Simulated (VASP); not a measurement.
Wanted: the native input for a VASP 6.6.1 run.

```yaml
Task: single point
Functional: PBEsol
Potentials_or_basis: VASP PAW PBE potentials, release 64 (La, Pd)
Cutoff: 520 eV
k_mesh: 8 × 8 × 8
Occupations: gaussian, width 0.05 eV
Spin: no spin polarisation
Dipole_correction: no
Further_INCAR_settings: ALGO = Normal; EDIFF = 1e-07; NBANDS = 28
```

The structure of LaPd3 lies in POSCAR:

```
LaPd3
1.0
    4.2279988746      0.0000000000      0.0000000000
    0.0000000000      4.2279988746      0.0000000000
    0.0000000000      0.0000000000      4.2279988746
La Pd
1 3
Direct
    0.0000000000      0.0000000000      0.0000000000
    0.0000000000      0.5000000000      0.5000000000
    0.5000000000      0.5000000000      0.0000000000
    0.5000000000      0.0000000000      0.5000000000
```

The input as run:

INCAR

```
SYSTEM = LaPd3
PREC = Accurate ; ENCUT = 520
EDIFF = 1E-7 ; ISMEAR = 0
SIGMA = 0.05 ; LREAL = .False.
LASPH = .True. ; NELM = 100
ALGO = Normal ; ISIF = 2
LWAVE = .False. ; LCHARG = .False.
GGA = PS ; NBANDS = 28
```

KPOINTS

```
regular mesh
0
Gamma
  8 8 8
  0 0 0
```

Potentials or basis: VASP PAW PBE potentials, release 64 (La, Pd).

Command:

```console
$ cat potpaw_PBE.64/La/POTCAR potpaw_PBE.64/Pd/POTCAR > POTCAR
$ mpirun -np 1 vasp_std > vasp.out
```

It gave:

* Pressure: -6.4 GPa

Caveat: the PAW data sets were made with another functional, which shifts forces and pressure a little.

Run time: 110 s on 1 thread of AMD EPYC 7R13 Processor (Zen 3), with other jobs on the host, peak memory 0.2 GiB.
